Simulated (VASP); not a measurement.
# InSe (C2/m) in VASP: single point with PBE

Aim: the single point of InSe with PBE.

Everything below comes from runs of VASP 6.6.1. Logs are shortened: lines on timing, memory, paths and dates and some standing lists are left out, and cuts for length are marked.

## 1. The cell of the first run

It takes space group C2/m (No. 12, monoclinic). Conventional cell: a = 11.487 Å, b = 4.125 Å, c = 5.708 Å, α = 90.00°, β = 108.24°, γ = 90.00°. Within 3.7 Å of In (site symmetry m) lie 3 Se at 2.69 to 2.72 Å and 3 In at 2.83 to 3.67 Å. Within 3.6 Å of Se (site symmetry m) lie 3 In at 2.69 to 2.72 Å.

## 2. Single point, PBE

INCAR

```
SYSTEM = InSe
PREC = Accurate ; ENCUT = 520
EDIFF = 1E-7 ; ISMEAR = 0
SIGMA = 0.02 ; LREAL = .FALSE.
LASPH = .TRUE. ; NELM = 60
ALGO = Normal ; ISIF = 2
LWAVE = .FALSE. ; LCHARG = .TRUE.
GGA = PE ; LELF = .TRUE.
LVHAR = .TRUE. ; NBANDS = 27
```

KPOINTS

```
regular mesh
0
G
  8 8 6
  0 0 0
```

POSCAR

```
InSe
1.0
    5.7418854069     -2.0623790750     -0.1306417556
    5.7418854069      2.0623790750     -0.1306417556
   -1.6623467447      0.0000000000      5.4603688220
In Se
2 2
Direct
    0.8879009541      0.8879009541      0.0533034050
    0.1120990459      0.1120990459      0.9466965950
    0.6663292611      0.6663292611      0.6952062167
    0.3336707389      0.3336707389      0.3047937833
```

Potentials or basis: VASP PAW PBE potentials, release 64 (In_d, Se).

On the command line:

```
cat potpaw_PBE.64/In_d/POTCAR potpaw_PBE.64/Se/POTCAR > POTCAR
mpirun -np 1 vasp_std > vasp.out
```

OUTCAR:

```text
SYSTEM = InSe
   PREC = Accurate
   ENCUT = 520
   EDIFF = 1E-7
   ISMEAR = 0
   LREAL = .FALSE.
   LASPH = .TRUE.
   NELM = 60
   ISIF = 2
   GGA = PE

 ion  position               nearest neighbor table
   1  0.888  0.888  0.053-   4 2.69   4 2.69   3 2.72   2 2.83   2 3.67   2 3.67
   2  0.112  0.112  0.947-   3 2.69   3 2.69   4 2.72   1 2.83   1 3.67   1 3.67
   3  0.666  0.666  0.695-   2 2.69   2 2.69   1 2.72
   4  0.334  0.334  0.305-   1 2.69   1 2.69   2 2.72

  LATTYP: Found a base centered monoclinic cell.
 ALAT       =    11.4867428446
 B/A-ratio  =     0.3590885777
 C/A-ratio  =     0.4969035949
 COS(beta)  =    -0.3129261488

  Lattice vectors:

 A1 = (   5.7418854069,  -2.0623790750,  -0.1306417556)
 A2 = (   5.7418854069,   2.0623790750,  -0.1306417556)
 A3 = (  -1.6623467447,   0.0000000000,   5.4603688220)

Analysis of symmetry for initial positions (statically):
=====================================================================
 Subroutine PRICEL returns:
 Original cell was already a primitive cell.

 Routine SETGRP: Setting up the symmetry group for a
 base centered monoclinic supercell.

 Subroutine GETGRP returns: Found  4 space group operations
 (whereof  4 operations were pure point group operations)
 out of a pool of  4 trial point group operations.

The static configuration has the point symmetry C_2h.

Analysis of symmetry for dynamics (positions and initial velocities):
=====================================================================
 Subroutine PRICEL returns:
 Original cell was already a primitive cell.

 Routine SETGRP: Setting up the symmetry group for a
 base centered monoclinic supercell.

 Subroutine GETGRP returns: Found  4 space group operations
 (whereof  4 operations were pure point group operations)
 out of a pool of  4 trial point group operations.

The dynamic configuration has the point symmetry C_2h.

 Subroutine INISYM returns: Found  4 space group operations
 (whereof  4 operations are pure point group operations),
 and found     1 'primitive' translations

----------------------------------------------------------------------------------------

                                     Primitive cell

  volume of cell :     128.4270

  direct lattice vectors                    reciprocal lattice vectors
     5.741885407 -2.062379075 -0.130641756     0.087686792 -0.242438457  0.026695240
     5.741885407  2.062379075 -0.130641756     0.087686792  0.242438457  0.026695240
[... 90 lines left out ...]
   LREAL  =      F    real-space projection
   EDIFFG = 0.1E-05   stopping-criterion for IOM
   NSW    =      0    number of steps for IOM
   IBRION =     -1    ionic relax: 0-MD 1-quasi-New 2-CG
   NFREE  =      0    steps in history (QN), initial steepest desc. (CG)
   ISIF   =      2    stress and relaxation
   ISYM   =      2    0-nonsym 1-usesym 2-fastsym
   POTIM  = 0.5000    time-step for ionic-motion
   TEBEG  =    0.0;   TEEND  =   0.0 temperature during run
   PSTRESS=    0.0 pullay stress
   NELECT =      38.0000    total number of electrons
   NUPDOWN=      -1.0000    fix difference up-down
   EMIN   =  10.00;   EMAX   =-10.00  energy-range for DOS
   EFERMI =   0.00;   METHOD = LEGACY
   ISMEAR =     0;   SIGMA  =   0.02  broadening in eV -4-tet -1-fermi 0-gaus
   EFERMI_NEDOS =   21; number of points for ismear=-14 and -15
   IALGO  =     38    algorithm
   IMIX   =      4    mixing-type and parameters
     AMIX     =   0.40;   BMIX     =  1.00
     AMIX_MAG =   1.60;   BMIX_MAG =  1.00
  volume/ion in A,a.u.               =      32.11       216.67
  Fermi-wavevector in a.u.,A,eV,Ry     =   1.090897  2.061497 16.191712  1.190057
  Thomas-Fermi vector in A             =   2.227132
   LORBIT       =      0    0 simple, 1 ext, 2 COOP (PROOUT), +10 PAW based schemes
   GGA     = PE    functional components
   LHFCALC =     F    Hartree Fock is set to
   AEXX    =    0.0000 exact exchange contribution
   IVDW    =     0    specifies the selected vdW correction
   LEPSILON=     F    determine dielectric tensor
   LRPA    =     F    only Hartree local field effects (RPA)
 non-spin polarized calculation
 Gauss-broadening in eV      SIGMA  =   0.02
  energy-cutoff  :      520.00
  volume of cell :      128.43
 maximum number of plane-waves:      3490
 NGX is ok and might be reduce to    48
   NGX = 23   NGY = 23   NGZ = 21

 number of electron      38.0000008 magnetization

 Free energy of the ion-electron system (eV)
  ---------------------------------------------------
  ext. energy  EPLUGINS =         0.00000000
  ---------------------------------------------------
  free energy    TOTEN  =       -14.08603608 eV

  energy without entropy =      -14.08603608  energy(sigma->0) =      -14.08603608

 E-fermi :   3.1447     XC(G=0):  -8.4407

 val. band max:        3.0612122711   @ k =   0.5000   0.5000   0.0000
 cond. band min:       4.1291020012   @ k =   0.0000   0.0000   0.5000
 fundamental gap:      1.0678897301
 Fermi energy:         3.1447142737

 k-point     1 :       0.0000    0.0000    0.0000
  band No.  band energies     occupation
      1     -11.5179      2.00000
      2     -11.4146      2.00000
      3     -11.2534      2.00000
      4     -11.2152      2.00000
      5     -11.1822      2.00000
      6     -11.1812      2.00000
[... 709 lines left out ...]
     26      10.0425      0.00000
     27      10.7719      0.00000

 [... further k-points ...]

------------------------ aborting loop because EDIFF is reached ----------------------------------------

  FORCE on cell =-STRESS in cart. coord.  units (eV):
  Direction    XX          YY          ZZ          XY          YZ          ZX
  --------------------------------------------------------------------------------------
  -------------------------------------------------------------------------------------
  Total        0.0255442      0.0261934      0.0388457      0.0000000      0.0000000      0.0005397
  in kB        0.3186742      0.3267730      0.4846160      0.0000000      0.0000000      0.0067331
  external PRESSURE =       0.3766877 kB  Pullay stress =       0.0000000 kB

 VOLUME and BASIS-vectors are now :
 -----------------------------------------------------------------------------
  energy-cutoff  :      520.00
  volume of cell :      128.43
      direct lattice vectors                 reciprocal lattice vectors
     5.741885407 -2.062379075 -0.130641756     0.087686792 -0.242438457  0.026695240
     5.741885407  2.062379075 -0.130641756     0.087686792  0.242438457  0.026695240
    -1.662346745  0.000000000  5.460368822     0.004195891  0.000000000  0.184415203

 POSITION                                       TOTAL-FORCE (eV/Angst)
 -----------------------------------------------------------------------------------
     10.10784      0.00000      0.05906         0.014468      0.000000     -0.002795
     -0.28642      0.00000      5.14002        -0.014468      0.000000      0.002795
      6.49630      0.00000      3.62198         0.001790      0.000000     -0.010785
      3.32513      0.00000      1.57710        -0.001790      0.000000      0.010785
 -----------------------------------------------------------------------------------
    total drift:                               -0.000000      0.000000      0.000000

  FREE ENERGIE OF THE ION-ELECTRON SYSTEM (eV)
  ---------------------------------------------------
  free  energy   TOTEN  =       -14.0860360834 eV

  energy  without entropy=      -14.0860360834  energy(sigma->0) =      -14.08603608
```

OSZICAR:

```text
N       E                     dE             d eps       ncg     rms          rms(c)
DAV:   1     0.331655846521E+03    0.33166E+03   -0.17373E+04  6156   0.151E+03
DAV:   2     0.255666098816E+02   -0.30609E+03   -0.29635E+03  6242   0.373E+02
DAV:   3    -0.128416057940E+02   -0.38408E+02   -0.37804E+02  7744   0.142E+02
DAV:   4    -0.145352979615E+02   -0.16937E+01   -0.16884E+01  7447   0.316E+01
DAV:   5    -0.145926289230E+02   -0.57331E-01   -0.57321E-01  8920   0.586E+00    0.616E+00
DAV:   6    -0.140985022933E+02    0.49413E+00   -0.94348E-01  8921   0.150E+01    0.375E+00
DAV:   7    -0.140830631903E+02    0.15439E-01   -0.38849E-01  8898   0.396E+00    0.127E+00
DAV:   8    -0.140838966335E+02   -0.83344E-03   -0.34026E-02  9087   0.194E+00    0.547E-01
DAV:   9    -0.140857928254E+02   -0.18962E-02   -0.72162E-03  7934   0.794E-01    0.195E-01
DAV:  10    -0.140858361567E+02   -0.43331E-04   -0.57180E-04  7979   0.208E-01    0.109E-01
DAV:  11    -0.140860268760E+02   -0.19072E-03   -0.31801E-04  7420   0.143E-01    0.287E-02
DAV:  12    -0.140860333546E+02   -0.64785E-05   -0.24899E-05  8164   0.315E-02    0.201E-02
DAV:  13    -0.140860348990E+02   -0.15445E-05   -0.11395E-05  7355   0.250E-02    0.575E-03
DAV:  14    -0.140860358751E+02   -0.97611E-06   -0.23723E-06  7910   0.145E-02    0.239E-03
DAV:  15    -0.140860360420E+02   -0.16685E-06   -0.34650E-07  6360   0.425E-03    0.106E-03
DAV:  16    -0.140860360834E+02   -0.41371E-07   -0.43188E-08  4893   0.148E-03
   1 F= -.14086036E+02 E0= -.14086036E+02  d E =-.790199E-12
```

stdout:

```text
POSCAR found type information on POSCAR InSe
 POSCAR found :  2 types and       4 ions
 scaLAPACK will be used
 LDA part: xc-table for (Slater+PW92), standard interpolation
 POSCAR, INCAR and KPOINTS ok, starting setup
 FFT: planning ... GRIDC
 FFT: planning ... GRID_SOFT
 FFT: planning ... GRID
 WAVECAR not read
 entering main loop
```

Run time: 6.7 min. Hardware: 1 thread of Intel Xeon Platinum 8259CL at 2.50GHz (Skylake/Cascade Lake), shared host; peak memory 0.53 GiB.

Results:

```
Free energy            : -14.0860 eV
Pressure               : 0.0 GPa
Largest force          : 0.015 eV/Å
Band gap on the k mesh : 1.07 eV (least direct gap 1.22 eV)
```

Forces in eV/Å, atoms in the order of the input:
```
In   0.014  0.000 -0.003
In  -0.014  0.000  0.003
Se   0.002  0.000 -0.011
Se  -0.002  0.000  0.011
```

Caveat: spin-orbit coupling is left out, which moves the levels of the heavy elements. A hybrid or GW would open this gap; PBE tends to underestimate it.
